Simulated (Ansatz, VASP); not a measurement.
# GdN in VASP and in Ansatz

```
CELL_PARAMETERS angstrom
3.52064 0.00000 0.00000
-1.76032 3.04897 0.00000
0.00000 0.00000 5.70228
ATOMIC_POSITIONS crystal
Gd 0.33333 0.66667 0.38500
Gd 0.66667 0.33333 0.88500
N 0.33333 0.66667 0.00000
N 0.66667 0.33333 0.50000
```

Change from the starting cell: species swapped into the TaN type (P6_3mc, No. 186).

Alike in both runs: task relaxation of cell and atoms; functional PBE; k mesh 5 × 5 × 3; occupations gaussian, width 0.15 eV; collinear spin.

|  | VASP | Ansatz |
| --- | --- | --- |
| version | VASP 6.6.1 | Ansatz 0.2.0 |
| potentials or method | VASP PAW PBE potentials, release 64 (Gd, N), cutoff 600 eV | scalar-relativistic, plane waves, PAW |
| valence electrons in the cell | 46 | 46 |

|  | VASP | Ansatz | Ansatz less VASP |
| --- | --- | --- | --- |
| gap on the k mesh at the Fermi level, each at its own relaxed structure (eV) | 1.11 | 0.99 | -0.124 |
| net moment per atom (μB) | 3.50 | 3.50 | 0.000 |
| size of the moment on the site where the two differ most (μB) | 6.80 | 6.82 | +0.019 |
| relaxed volume (Å³/atom) | 18.12 | 18.15 | +0.031 |
| relaxed cell length with the largest relative difference (Å) | 5.114 | 5.101 | -0.0130 |

Site moments also hang on the region over which each program counts them.

Spin-orbit coupling is off throughout. Noted on VASP's run: the volume moved by over 15 % at a fixed basis, so the end points are rough.
